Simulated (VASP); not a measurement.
# PbS in VASP: a series of runs

Runs on PbS. Level: PBE. Tasks: single point.

Everything below comes from runs of VASP 6.6.1. Logs are shortened: lines on timing, memory, paths and dates and some standing lists are left out, and cuts for length are marked.

### 1 The cell of the first run

The cell holds a slab with vacuum, 4 atoms: a = 4.275 Å, b = 4.275 Å, c = 11.369 Å, α = 93.97°, β = 93.97°, γ = 89.98°.

### 2 Single point, PBE

Contents of INCAR:

```
SYSTEM = PbS
ALGO     = Normal         ! electronic algorithm
EDIFF    = 1E-6           ! SCF threshold, eV
ENCUT    = 520            ! plane-wave cutoff, eV
GGA      = PE             ! functional
ISIF     = 2              ! what is computed and relaxed
ISMEAR   = -1             ! smearing method
LASPH    = .True.         ! aspherical terms in the spheres
LCHARG   = .False.        ! write CHGCAR
LREAL    = .False.        ! projectors in reciprocal space
LWAVE    = .False.        ! write WAVECAR
NBANDS   = 28             ! bands
NELM     = 100            ! most SCF steps
PREC     = Accurate       ! precision mode
SIGMA    = 0.05           ! smearing width, eV
```

Contents of KPOINTS:

```
k-points
0
Gamma
  6 6 3
  0 0 0
```

Contents of POSCAR:

```
PbS
1.0
    3.0231266273     -3.0221469750      0.0000000000
    3.0231266273      3.0221469750      0.0000000000
   -1.1131361404      0.0000000000     11.3148030225
Pb S
2 2
Direct
    0.7736346200      0.7736346200      0.6277889900
    0.2263653800      0.2263653800      0.3722110100
    0.2704879500      0.2704879500      0.6102676200
    0.7295120500      0.7295120500      0.3897323800
```

Potentials or basis: VASP PAW PBE potentials, release 64 (Pb_d, S).

Launch:

```sh
cat potpaw_PBE.64/Pb_d/POTCAR potpaw_PBE.64/S/POTCAR > POTCAR
mpirun -np 1 vasp_std > vasp.out
```

OUTCAR:

```text
SYSTEM = PbS
   EDIFF = 1E-6
   ENCUT = 520
   GGA = PE
   ISIF = 2
   ISMEAR = -1
   LASPH = .True.
   LREAL = .False.
   NELM = 100
   PREC = Accurate

 ion  position               nearest neighbor table
   1  0.774  0.774  0.628-   4 2.69   3 3.03   3 3.03   3 3.03   3 3.03
   2  0.226  0.226  0.372-   3 2.69   4 3.03   4 3.03   4 3.03   4 3.03
   3  0.270  0.270  0.610-   2 2.69   1 3.03   1 3.03   1 3.03   1 3.03
   4  0.730  0.730  0.390-   1 2.69   2 3.03   2 3.03   2 3.03   2 3.03

  LATTYP: Found a base centered monoclinic cell.
 ALAT       =     6.0462532546
 B/A-ratio  =     0.9996759473
 C/A-ratio  =     1.8804084392
 COS(beta)  =    -0.0979061014

  Lattice vectors:

 A1 = (   3.0231266273,  -3.0221469750,   0.0000000000)
 A2 = (   3.0231266273,   3.0221469750,   0.0000000000)
 A3 = (  -1.1131361404,   0.0000000000,  11.3148030225)

Analysis of symmetry for initial positions (statically):
=====================================================================
 Subroutine PRICEL returns:
 Original cell was already a primitive cell.

 Routine SETGRP: Setting up the symmetry group for a
 base centered monoclinic supercell.

 Subroutine GETGRP returns: Found  4 space group operations
 (whereof  4 operations were pure point group operations)
 out of a pool of  4 trial point group operations.

The static configuration has the point symmetry C_2h.

Analysis of symmetry for dynamics (positions and initial velocities):
=====================================================================
 Subroutine PRICEL returns:
 Original cell was already a primitive cell.

 Routine SETGRP: Setting up the symmetry group for a
 base centered monoclinic supercell.

 Subroutine GETGRP returns: Found  4 space group operations
 (whereof  4 operations were pure point group operations)
 out of a pool of  4 trial point group operations.

The dynamic configuration has the point symmetry C_2h.

 Subroutine INISYM returns: Found  4 space group operations
 (whereof  4 operations are pure point group operations),
 and found     1 'primitive' translations

----------------------------------------------------------------------------------------

                                     Primitive cell

  volume of cell :     206.7516

  direct lattice vectors                    reciprocal lattice vectors
     3.023126627 -3.022146975  0.000000000     0.165391683 -0.165445296  0.016271026
     3.023126627  3.022146975  0.000000000     0.165391683  0.165445296  0.016271026
    -1.113136140  0.000000000 11.314803022     0.000000000  0.000000000  0.088379798

[... 82 lines left out ...]
   LNONCOLLINEAR =      F non collinear calculations
   LSORBIT =      F    spin-orbit coupling
   LASPH  =      T    aspherical Exc in radial PAW
   ENCUT  =  520.0 eV  38.22 Ry    6.18 a.u.   7.95  7.95 21.14*2*pi/ulx,y,z
   NELM   =    100;   NELMIN=  2; NELMDL= -5     # of ELM steps
   EDIFF  = 0.1E-05   stopping-criterion for ELM
   LREAL  =      F    real-space projection
   EDIFFG = 0.1E-04   stopping-criterion for IOM
   NSW    =      0    number of steps for IOM
   IBRION =     -1    ionic relax: 0-MD 1-quasi-New 2-CG
   NFREE  =      0    steps in history (QN), initial steepest desc. (CG)
   ISIF   =      2    stress and relaxation
   ISYM   =      2    0-nonsym 1-usesym 2-fastsym
   POTIM  = 0.5000    time-step for ionic-motion
   TEBEG  =    0.0;   TEEND  =   0.0 temperature during run
   PSTRESS=    0.0 pullay stress
   NELECT =      40.0000    total number of electrons
   NUPDOWN=      -1.0000    fix difference up-down
   EMIN   =  10.00;   EMAX   =-10.00  energy-range for DOS
   EFERMI =   0.00;   METHOD = LEGACY
   ISMEAR =    -1;   SIGMA  =   0.05  broadening in eV -4-tet -1-fermi 0-gaus
   EFERMI_NEDOS =   21; number of points for ismear=-14 and -15
   IALGO  =     38    algorithm
   IMIX   =      4    mixing-type and parameters
     AMIX     =   0.40;   BMIX     =  1.00
     AMIX_MAG =   1.60;   BMIX_MAG =  1.00
  volume/ion in A,a.u.               =      51.69       348.81
  Fermi-wavevector in a.u.,A,eV,Ry     =   0.946844  1.789276 12.197813  0.896514
  Thomas-Fermi vector in A             =   2.074881
   LORBIT       =      0    0 simple, 1 ext, 2 COOP (PROOUT), +10 PAW based schemes
   GGA     = PE    functional components
   LHFCALC =     F    Hartree Fock is set to
   AEXX    =    0.0000 exact exchange contribution
   IVDW    =     0    specifies the selected vdW correction
   LEPSILON=     F    determine dielectric tensor
   LRPA    =     F    only Hartree local field effects (RPA)
 non-spin polarized calculation
  energy-cutoff  :      520.00
  volume of cell :      206.75
 maximum number of plane-waves:      5608
   NGX = 15   NGY = 15   NGZ = 43

 number of electron      39.9999991 magnetization

 Free energy of the ion-electron system (eV)
  ---------------------------------------------------
  ext. energy  EPLUGINS =         0.00000000
  ---------------------------------------------------
  free energy    TOTEN  =       -17.29427336 eV

  energy without entropy =      -17.29427336  energy(sigma->0) =      -17.29427336

 E-fermi :   1.1779     XC(G=0):  -5.8336

 val. band max:        0.1196452662   @ k =   0.3333  -0.0000   0.3333
 cond. band min:       2.1996376831   @ k =   0.0000   0.0000   0.3333
 fundamental gap:      2.0799924169
 Fermi energy:         1.1779284201

 k-point     1 :       0.0000    0.0000    0.0000
  band No.  band energies     occupation
      1     -15.9811      2.00000
      2     -15.9068      2.00000
      3     -15.8927      2.00000
      4     -15.8788      2.00000
      5     -15.8685      2.00000
      6     -15.8613      2.00000
[... 733 lines left out ...]
     27       5.6181      0.00000
     28       6.9052      0.00000

 [... further k-points ...]
[... 5 lines left out ...]
  --------------------------------------------------------------------------------------
  -------------------------------------------------------------------------------------
  Total       -0.8548966     -0.8338204     -0.4699391      0.0000000      0.0000000     -0.0065527
  in kB       -6.6248381     -6.4615123     -3.6416923      0.0000000      0.0000000     -0.0507788
  external PRESSURE =      -5.5760142 kB  Pullay stress =       0.0000000 kB

 VOLUME and BASIS-vectors are now :
 -----------------------------------------------------------------------------
  energy-cutoff  :      520.00
  volume of cell :      206.75
      direct lattice vectors                 reciprocal lattice vectors
     3.023126627 -3.022146975  0.000000000     0.165391683 -0.165445296  0.016271026
     3.023126627  3.022146975  0.000000000     0.165391683  0.165445296  0.016271026
    -1.113136140  0.000000000 11.314803022     0.000000000  0.000000000  0.088379798

 POSITION                                       TOTAL-FORCE (eV/Angst)
 -----------------------------------------------------------------------------------
      3.97878      0.00000      7.10331        -0.000308      0.000000     -0.161600
      0.95434      0.00000      4.21149         0.000308      0.000000      0.161600
      0.95613      0.00000      6.90506        -0.002528      0.000000      0.017582
      3.97699      0.00000      4.40975         0.002528      0.000000     -0.017582
 -----------------------------------------------------------------------------------
    total drift:                                0.000000      0.000000      0.000000

  FREE ENERGIE OF THE ION-ELECTRON SYSTEM (eV)
  ---------------------------------------------------
  free  energy   TOTEN  =       -17.2942733607 eV

  energy  without entropy=      -17.2942733602  energy(sigma->0) =      -17.29427336
```

Run time: 2.4 min. Hardware: 1 thread of Intel Xeon 6975P-C, shared host; peak memory 0.38 GiB.

What came out:

| Property | Result |
| --- | --- |
| Free energy | -17.2943 eV |
| Largest force | 0.162 eV/Å |
| Band gap on the k mesh | 2.08 eV, indirect (least direct gap 2.13 eV) |

Forces in eV/Å, atoms in the order of the input:
```
Pb   0.000  0.000 -0.162
Pb   0.000  0.000  0.162
S   -0.003  0.000  0.018
S    0.003  0.000 -0.018
```

Caveat: spin-orbit coupling is left out, which moves the levels of the heavy elements.

### 3 Single point, PBE

This run uses another cell than the first one, of 52.68 Å³/atom, 1.019 times its volume.

Contents of INCAR:

```
SYSTEM = PbS
ALGO = Normal
EDIFF = 1E-7
ENCUT = 520
GGA = PE
ISIF = 2
ISMEAR = -1
LASPH = .True.
LCHARG = .True.
LELF = .True.
LREAL = .False.
LVHAR = .True.
LWAVE = .False.
NBANDS = 28
NELM = 100
PREC = Accurate
SIGMA = 0.05
```

KPOINTS is that of step 2.

Contents of POSCAR:

```
PbS
1.0
    3.0423827301     -3.0413968378      0.0000000000
    3.0423827301      3.0413968378      0.0000000000
   -1.1202263706      0.0000000000     11.3868737747
Pb S
2 2
Direct
    0.7736346200      0.7736346200      0.6277889900
    0.2263653800      0.2263653800      0.3722110100
    0.2704879500      0.2704879500      0.6102676200
    0.7295120500      0.7295120500      0.3897323800
```

Potentials or basis: VASP PAW PBE potentials, release 64 (Pb_d, S).

Launch:

```sh
cat potpaw_PBE.64/Pb_d/POTCAR potpaw_PBE.64/S/POTCAR > POTCAR
mpirun -np 1 vasp_std > vasp.out
```

It took 3.2 min on 1 thread of Intel Xeon 6975P-C, shared host; peak memory 0.39 GiB.

The run converged. Its results:

```yaml
Free_energy: -17.2757 eV
Largest_force: 0.288 eV/Å
Band_gap_on_the_k_mesh: 2.09 eV, indirect (least direct gap 2.14 eV)
```

Forces in eV/Å, atoms in the order of the input:
```
Pb   0.000  0.000 -0.288
Pb   0.000  0.000  0.288
S   -0.002  0.000 -0.059
S    0.002  0.000  0.059
```

Levels at points of the mesh, in eV from the valence-band top:
| k point | band 17 | band 18 | band 19 | band 20 | band 21 | band 22 | band 23 | band 24 |
| --- | --- | --- | --- | --- | --- | --- | --- | --- |
| (0.00, 0.00, 0.00) | -2.12 | -1.06 | -1.06 | -0.03 | 2.24 | 3.77 | 5.20 | 5.20 |
| (0.50, 0.00, 0.00) | -0.78 | -0.78 | -0.07 | -0.07 | 2.10 | 2.10 | 3.15 | 3.15 |
| (0.50, 0.50, 0.00) | -2.31 | -2.31 | -1.17 | -1.17 | 4.19 | 4.21 | 5.03 | 5.04 |

Caveat: spin-orbit coupling is left out, which moves the levels of the heavy elements.

(Part 1 of 2 ends here.)
